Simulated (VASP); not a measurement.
A run of VASP 6.6.1 is set up as follows.

INCAR

```
PREC     = Accurate       # precision mode
ENCUT    = 520            # plane-wave cutoff, eV
EDIFF    = 1E-6           # SCF threshold, eV
ISMEAR   = -1             # smearing method
SIGMA    = 0.02           # smearing width, eV
LREAL    = F              # projectors in reciprocal space
LASPH    = T              # aspherical terms in the spheres
NELM     = 100            # most SCF steps
ALGO     = Normal         # electronic algorithm
ISIF     = 2              # what is computed and relaxed
LWAVE    = F              # write WAVECAR
LCHARG   = F              # write CHGCAR
GGA      = PE             # functional
NBANDS   = 28             # bands
```

KPOINTS

```
regular mesh
0
Gamma
  4 4 4
```

File POSCAR:

```
KSrBr3
1.0
    5.9380462104      0.0000000000      0.0000000000
    0.0000000000      5.9380462104      0.0000000000
    0.0000000000      0.0000000000      5.9380462104
K Sr Br
1 1 3
Direct
    0.0000000000      0.0000000000      0.0000000000
    0.5000000000      0.5000000000      0.5000000000
    0.5000000000      0.5000000000      0.0000000000
    0.5000000000      0.0000000000      0.5000000000
    0.0000000000      0.5000000000      0.5000000000
```

Potentials or basis: VASP PAW PBE potentials, release 64 (K_sv, Sr_sv, Br).

Launch:

```console
$ cat potpaw_PBE.64/K_sv/POTCAR potpaw_PBE.64/Sr_sv/POTCAR potpaw_PBE.64/Br/POTCAR > POTCAR
$ mpirun -np 1 vasp_std > vasp.out
```

Predict the band gap on the k mesh.

3.75 eV, indirect (least direct gap 3.99 eV).

What does it give for the pressure?

0.5 GPa.

A k mesh can miss the band edges. PBE gaps usually lie below the measured ones, often by a third to a half.
